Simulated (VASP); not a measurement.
Set up this calculation in VASP 6.6.1, as the native input.

```yaml
Task: single point
Functional: PBE
Potentials_or_basis: VASP PAW PBE potentials, release 64 (In_d, Pd)
Cutoff: 520 eV
k_mesh: 6 × 6 × 6
Occupations: gaussian, width 0.1 eV
Spin: no spin polarisation
Dipole_correction: no
Further_INCAR_settings: ALGO = Normal; EDIFF = 1e-07; NBANDS = 18
```

The structure of InPd lies in POSCAR:

```
InPd
1.0
    0.0000000000      2.6111947200      2.6111947200
    2.6111947200      0.0000000000      2.6111947200
    2.6111947200      2.6111947200      0.0000000000
In Pd
1 1
Direct
    0.0000000000      0.0000000000      0.0000000000
    0.5000000000      0.5000000000      0.5000000000
```

The cell was built from a structure type or drawn by symmetry, and may not be a known phase.

One way to write it, as run:

INCAR

```
ALGO = Normal
EDIFF = 1E-7
ENCUT = 520
GGA = PE
ISIF = 2
ISMEAR = 0
LASPH = T
LCHARG = F
LREAL = F
LWAVE = F
NBANDS = 18
NELM = 100
PREC = Accurate
SIGMA = 0.1
```

KPOINTS

```
k-points
0
Gamma
  6 6 6
```

Potentials or basis: VASP PAW PBE potentials, release 64 (In_d, Pd).

The run is started by

```console
$ cat potpaw_PBE.64/In_d/POTCAR potpaw_PBE.64/Pd/POTCAR > POTCAR
$ mpirun -np 1 vasp_std > vasp.out
```

It gave:

```json
{"Pressure": "19.3 GPa", "Band gap on the k mesh": "zero (an odd number of electrons rules out a gap without spin polarisation)"}
```

Caveat: the cell stands under pressure; spin-orbit coupling is left out, which moves the levels of the heavy elements.

Wall time 20 s on 1 thread of Intel Xeon 8259CL, with other jobs on the host, peak memory 0.16 GiB.
